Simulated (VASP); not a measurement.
# NbFe2N3 (Amm2) in VASP: further runs

The runs below take NbFe2N3 through single point, relaxation of cell and atoms, with PBE.

All numbers are computed with VASP 6.6.1; they aren't measurements. Logs are shortened: lines on timing, memory, paths and dates and some standing lists are left out, and cuts for length are marked.

## Step 1: The cell of the first run

Symmetry: Amm2, No. 38, orthorhombic system. The conventional cell has a = 2.857 Å, b = 8.186 Å, c = 6.842 Å, α = 90.00°, β = 90.00°, γ = 90.00°. Within 2.9 Å of Nb (site symmetry mm2) lie 6 N at 2.16 to 2.23 Å and 4 Fe at 2.76 Å and 2 Nb at 2.86 Å. Within 2.3 Å of Fe (site symmetry m) lie 3 N at 1.72 to 1.88 Å. N (site symmetry mm2) has 2 Fe at 1.72 Å and 2 Nb at 2.23 Å within 2.3 Å. N (site symmetry m) has 2 Fe at 1.73 to 1.88 Å and 2 Nb at 2.16 Å within 2.3 Å.

## Step 2: Single point, PBE

Contents of INCAR:

```
ALGO = Normal
EDIFF = 1E-7
ENCUT = 520
GGA = PE
ISIF = 2
ISMEAR = 0
LASPH = True
LCHARG = False
LREAL = False
LWAVE = False
NBANDS = 31
NELM = 80
PREC = Accurate
SIGMA = 0.1
```

Contents of KPOINTS:

```
k-points
0
Gamma
  6 4 4
```

Contents of POSCAR:

```
NbFe2N3
1.0
    2.8570425319      0.0000000000      0.0000000000
    0.0000000000      4.0929552555      3.4209108376
    0.0000000000     -4.0929552555      3.4209108376
Nb Fe N
1 2 3
Direct
    0.5000000000      0.2245183601      0.2245183601
    0.0000000000      0.2521402194      0.6710895135
    0.0000000000      0.6710895135      0.2521402194
    0.0000000000      0.4753927257      0.4753927257
    0.0000000000      0.3828508263      0.9929775605
    0.0000000000      0.9929775605      0.3828508263
```

Potentials or basis: VASP PAW PBE potentials, release 64 (Nb_sv, Fe, N).

Run with:

```console
$ cat potpaw_PBE.64/Nb_sv/POTCAR potpaw_PBE.64/Fe/POTCAR potpaw_PBE.64/N/POTCAR > POTCAR
$ mpirun -np 1 vasp_std > vasp.out
```

OUTCAR:

```text
EDIFF = 1E-7
   ENCUT = 520
   GGA = PE
   ISIF = 2
   ISMEAR = 0
   LASPH = True
   LREAL = False
   NELM = 80
   PREC = Accurate

 ion  position               nearest neighbor table
   1  0.500  0.225  0.225-   5 2.16   6 2.16   5 2.16   6 2.16   4 2.23   4 2.23   3 2.76   3 2.76
                             2 2.76   2 2.76
   2  0.000  0.252  0.671-   4 1.72   5 1.73   6 1.88   1 2.76   1 2.76
   3  0.000  0.671  0.252-   4 1.72   6 1.73   5 1.88   1 2.76   1 2.76
   4  0.000  0.475  0.475-   2 1.72   3 1.72   1 2.23   1 2.23
   5  0.000  0.383  0.993-   2 1.73   3 1.88   1 2.16   1 2.16
   6  0.000  0.993  0.383-   3 1.73   2 1.88   1 2.16   1 2.16

  LATTYP: Found a base centered orthorhombic cell.
 ALAT       =     6.8418216752
 B/A-ratio  =     1.1964518954
 C/A-ratio  =     0.4175850625

  Lattice vectors:

 A1 = (   0.0000000000,   4.0929552555,   3.4209108376)
 A2 = (   0.0000000000,  -4.0929552555,   3.4209108376)
 A3 = (   2.8570425319,   0.0000000000,   0.0000000000)

Analysis of symmetry for initial positions (statically):
=====================================================================
 Subroutine PRICEL returns:
 Original cell was already a primitive cell.

 Routine SETGRP: Setting up the symmetry group for a
 base centered orthorhombic supercell.

 Subroutine GETGRP returns: Found  4 space group operations
 (whereof  4 operations were pure point group operations)
 out of a pool of  8 trial point group operations.

The static configuration has the point symmetry C_2v.

Analysis of symmetry for dynamics (positions and initial velocities):
=====================================================================
 Subroutine PRICEL returns:
 Original cell was already a primitive cell.

 Routine SETGRP: Setting up the symmetry group for a
 base centered orthorhombic supercell.

 Subroutine GETGRP returns: Found  4 space group operations
 (whereof  4 operations were pure point group operations)
 out of a pool of  8 trial point group operations.

The dynamic configuration has the point symmetry C_2v.

 Subroutine INISYM returns: Found  4 space group operations
 (whereof  4 operations are pure point group operations),
 and found     1 'primitive' translations

----------------------------------------------------------------------------------------

                                     Primitive cell

  volume of cell :      80.0065

  direct lattice vectors                    reciprocal lattice vectors
     2.857042532  0.000000000  0.000000000     0.350012290  0.000000000  0.000000000
     0.000000000  4.092955255  3.420910838     0.000000000  0.122161120  0.146159904
     0.000000000 -4.092955255  3.420910838     0.000000000 -0.122161120  0.146159904

  length of vectors
     2.857042532  5.334314734  5.334314734     0.350012290  0.190488994  0.190488994

  position of ions in fractional coordinates (direct lattice)
     0.500000000  0.224518360  0.224518360
     0.000000000  0.252140219  0.671089514
     0.000000000  0.671089514  0.252140219
     0.000000000  0.475392726  0.475392726
     0.000000000  0.382850826  0.992977561
     0.000000000  0.992977561  0.382850826

  ion indices of the primitive-cell ions
   primitive index   ion index
                 1           1
                 2           2
                 3           3
                 4           4
                 5           5
                 6           6

----------------------------------------------------------------------------------------

 KPOINTS: k-points

Automatic generation of k-mesh.
 Grid dimensions read from file:
 generate k-points for:    6    4    4

 Generating k-lattice:

  Cartesian coordinates                     Fractional coordinates (reciprocal lattice)
     0.058335382  0.000000000  0.000000000     0.166666667  0.000000000  0.000000000
     0.000000000  0.030540280  0.036539976     0.000000000  0.250000000  0.000000000
     0.000000000 -0.030540280  0.036539976     0.000000000  0.000000000  0.250000000

  Length of vectors
     0.058335382  0.047622249  0.047622249

  Shift w.r.t. Gamma in fractional coordinates (k-lattice)
     0.000000000  0.000000000  0.000000000

 Subroutine IBZKPT returns following result:
 ===========================================

 Found     28 irreducible k-points:

 Following reciprocal coordinates:
            Coordinates               Weight
  0.000000  0.000000  0.000000      1.000000
  0.166667  0.000000  0.000000      2.000000
  0.333333  0.000000  0.000000      2.000000
  0.500000  0.000000  0.000000      1.000000
  0.000000  0.250000  0.000000      4.000000
  0.166667  0.250000  0.000000      8.000000
[... 16 lines left out ...]
  0.333333 -0.250000  0.250000      4.000000
  0.500000 -0.250000  0.250000      2.000000
 [... further k-points ...]
   k-points           NKPTS =     28   k-points in BZ     NKDIM =     28   number of bands    NBANDS=     31
   number of dos      NEDOS =    301   number of ions     NIONS =      6
   total plane-waves  NPLWV =  38400
   dimension x,y,z NGX =    24 NGY =   40 NGZ =   40
   dimension x,y,z NGXF=    48 NGYF=   80 NGZF=   80
   ions per type =               1   2   3
   NGX,Y,Z   is equivalent  to a cutoff of  13.97, 12.47, 12.47 a.u.
   NGXF,Y,Z  is equivalent  to a cutoff of  27.93, 24.93, 24.93 a.u.
 SYSTEM =  unknown system
   PREC   = accura    normal or accurate (medium, high low for compatibility)
   ISTART =      0    job   : 0-new  1-cont  2-samecut
   ICHARG =      2    charge: 1-file 2-atom 10-const
   ISPIN  =      1    spin polarized calculation?
   LNONCOLLINEAR =      F non collinear calculations
   LSORBIT =      F    spin-orbit coupling
   LASPH  =      T    aspherical Exc in radial PAW
   ENCUT  =  520.0 eV  38.22 Ry    6.18 a.u.   5.31  9.92  9.92*2*pi/ulx,y,z
   NELM   =     80;   NELMIN=  2; NELMDL= -5     # of ELM steps
   EDIFF  = 0.1E-06   stopping-criterion for ELM
   LREAL  =      F    real-space projection
   EDIFFG = 0.1E-05   stopping-criterion for IOM
   NSW    =      0    number of steps for IOM
   IBRION =     -1    ionic relax: 0-MD 1-quasi-New 2-CG
   NFREE  =      0    steps in history (QN), initial steepest desc. (CG)
   ISIF   =      2    stress and relaxation
   ISYM   =      2    0-nonsym 1-usesym 2-fastsym
   POTIM  = 0.5000    time-step for ionic-motion
   TEBEG  =    0.0;   TEEND  =   0.0 temperature during run
   PSTRESS=    0.0 pullay stress
   NELECT =      44.0000    total number of electrons
   NUPDOWN=      -1.0000    fix difference up-down
   EMIN   =  10.00;   EMAX   =-10.00  energy-range for DOS
   EFERMI =   0.00;   METHOD = LEGACY
   ISMEAR =     0;   SIGMA  =   0.10  broadening in eV -4-tet -1-fermi 0-gaus
   EFERMI_NEDOS =   21; number of points for ismear=-14 and -15
   IALGO  =     38    algorithm
   IMIX   =      4    mixing-type and parameters
     AMIX     =   0.40;   BMIX     =  1.00
     AMIX_MAG =   1.60;   BMIX_MAG =  1.00
  volume/ion in A,a.u.               =      13.33        89.99
  Fermi-wavevector in a.u.,A,eV,Ry     =   1.341273  2.534639 24.477068  1.799014
  Thomas-Fermi vector in A             =   2.469520
   LORBIT       =      0    0 simple, 1 ext, 2 COOP (PROOUT), +10 PAW based schemes
   GGA     = PE    functional components
   LHFCALC =     F    Hartree Fock is set to
   AEXX    =    0.0000 exact exchange contribution
   IVDW    =     0    specifies the selected vdW correction
   LEPSILON=     F    determine dielectric tensor
   LRPA    =     F    only Hartree local field effects (RPA)
 non-spin polarized calculation
 Gauss-broadening in eV      SIGMA  =   0.10
  energy-cutoff  :      520.00
  volume of cell :       80.01
 maximum number of plane-waves:      2177
 NGX is ok and might be reduce to    24
   NGX = 11   NGY = 19   NGZ = 19

 number of electron      44.0000003 magnetization

 Free energy of the ion-electron system (eV)
  ---------------------------------------------------
  ext. energy  EPLUGINS =         0.00000000
  ---------------------------------------------------
  free energy    TOTEN  =       -51.55620261 eV

  energy without entropy =      -51.52498452  energy(sigma->0) =      -51.54059357

 E-fermi :   4.7680     XC(G=0): -10.6157

 val. band max:        4.7489887638   @ k =   0.0000   0.5000   0.0000
 cond. band min:       4.7867860669   @ k =   0.3333  -0.2500   0.2500
 fundamental gap:      0.0377973030
 Fermi energy:         4.7680022400

 k-point     1 :       0.0000    0.0000    0.0000
  band No.  band energies     occupation
      1     -50.5893      2.00000
      2     -26.7709      2.00000
      3     -26.6841      2.00000
      4     -26.3169      2.00000
      5     -11.5543      2.00000
      6     -10.0026      2.00000
[... 23 lines left out ...]
     30       8.6082      0.00000
     31       9.3827      0.00000

 k-point     2 :       0.1667    0.0000    0.0000
  band No.  band energies     occupation
      1     -50.5600      2.00000
      2     -26.7352      2.00000
      3     -26.6327      2.00000
      4     -26.6081      2.00000
      5     -11.2428      2.00000
      6      -9.8967      2.00000
[... 23 lines left out ...]
     30       8.4208      0.00000
     31       9.8626      0.00000

 k-point     3 :       0.3333    0.0000    0.0000
  band No.  band energies     occupation
      1     -50.5007      2.00000
      2     -27.1645      2.00000
      3     -26.6532      2.00000
      4     -26.5277      2.00000
      5     -10.6585      2.00000
      6      -9.6216      2.00000
[... 23 lines left out ...]
     30       8.7867      0.00000
     31      10.5098      0.00000

 k-point     4 :       0.5000    0.0000    0.0000
  band No.  band energies     occupation
      1     -50.4708      2.00000
      2     -27.4251      2.00000
      3     -26.6142      2.00000
      4     -26.4741      2.00000
      5     -10.4039      2.00000
      6      -9.7238      2.00000
[... 635 lines left out ...]
     30       8.4133      0.00000
     31       9.7656      0.00000

 k-point    23 :       0.3333   -0.2500    0.2500
  band No.  band energies     occupation
      1     -50.5007      2.00000
      2     -27.1627      2.00000
      3     -26.6535      2.00000
      4     -26.5283      2.00000
      5     -10.6019      2.00000
      6      -9.9738      2.00000
[... 23 lines left out ...]
     30       8.6456      0.00000
     31      10.0752      0.00000

 k-point    24 :       0.5000   -0.2500    0.2500
  band No.  band energies     occupation
      1     -50.4708      2.00000
      2     -27.4227      2.00000
      3     -26.6139      2.00000
      4     -26.4736      2.00000
      5     -10.4669      2.00000
      6     -10.0181      2.00000
[... 23 lines left out ...]
     30       9.1587      0.00000
     31      11.0568      0.00000

 [... further k-points ...]
[... 5 lines left out ...]
  --------------------------------------------------------------------------------------
  -------------------------------------------------------------------------------------
  Total       -0.1239203      0.8054195      0.8011899      0.0000000      0.0000000      0.0000000
  in kB       -2.4815764     16.1289927     16.0442932      0.0000000      0.0000000      0.0000000
  external PRESSURE =       9.8972365 kB  Pullay stress =       0.0000000 kB

 VOLUME and BASIS-vectors are now :
 -----------------------------------------------------------------------------
  energy-cutoff  :      520.00
  volume of cell :       80.01
      direct lattice vectors                 reciprocal lattice vectors
     2.857042532  0.000000000  0.000000000     0.350012290  0.000000000  0.000000000
     0.000000000  4.092955255  3.420910838     0.000000000  0.122161120  0.146159904
     0.000000000 -4.092955255  3.420910838     0.000000000 -0.122161120  0.146159904

 POSITION                                       TOTAL-FORCE (eV/Angst)
 -----------------------------------------------------------------------------------
      1.42852      0.00000      1.53611         0.000000      0.000000      0.014585
      0.00000     -1.71474      3.15829         0.000000     -0.193798     -0.087240
      0.00000      1.71474      3.15829         0.000000      0.193798     -0.087240
      0.00000      0.00000      3.25255         0.000000      0.000000      0.023063
      0.00000     -2.49722      4.70659         0.000000     -0.122399      0.068416
      0.00000      2.49722      4.70659         0.000000      0.122399      0.068416
 -----------------------------------------------------------------------------------
    total drift:                                0.000000      0.000000      0.000203

  FREE ENERGIE OF THE ION-ELECTRON SYSTEM (eV)
  ---------------------------------------------------
  free  energy   TOTEN  =       -51.5562026097 eV

  energy  without entropy=      -51.5249845238  energy(sigma->0) =      -51.54059357
```

Run time: 33 s. Hardware: 1 thread of Intel Xeon 6975P-C (Granite Rapids), shared host; peak memory 0.22 GiB.

Results:

```yaml
Free_energy: -51.5562 eV
Pressure: 1.0 GPa
Largest_force: 0.213 eV/Å
Band_gap_on_the_k_mesh: zero (band 22 reaches 5.09 eV, above the bottom of band 23 at 4.42 eV)
```

Forces on the atoms (eV/Å):
```
Nb   0.000  0.000  0.015
Fe   0.000 -0.194 -0.087
Fe   0.000  0.194 -0.087
N    0.000  0.000  0.023
N    0.000 -0.122  0.068
N    0.000  0.122  0.068
```

Stress tensor (GPa, compression positive):
```
-0.25  0.00  0.00
 0.00  1.61  0.00
 0.00  0.00  1.60
```

Levels at points of the mesh, in eV from the Fermi level:
```
           k point  band 20  band 21  band 22  band 23  band 24  band 25
(0.00, 0.00, 0.00)    -0.75    -0.67    -0.65    -0.35     0.53     0.85
(0.50, 0.00, 0.00)    -0.99    -0.44     0.22     0.90     1.29     1.66
(0.00, 0.50, 0.00)    -0.97    -0.65    -0.17    -0.02     0.74     0.75
(0.50, 0.50, 0.00)    -0.20     0.02     0.06     0.73     1.09     1.44
(0.00, 0.50, 0.50)    -1.43    -1.17    -0.44    -0.32     0.34     1.73
(0.50, 0.50, 0.50)    -0.43    -0.30     0.32     0.63     0.96     1.64
```

Caveat: the k points lie up to 0.37 Å⁻¹ apart; the run has no spin polarisation, though such a crystal can be magnetic. Spin polarisation is off, so any magnetic state and its effect on volume and gap are missing.

(Part 1 of 2 ends here.)
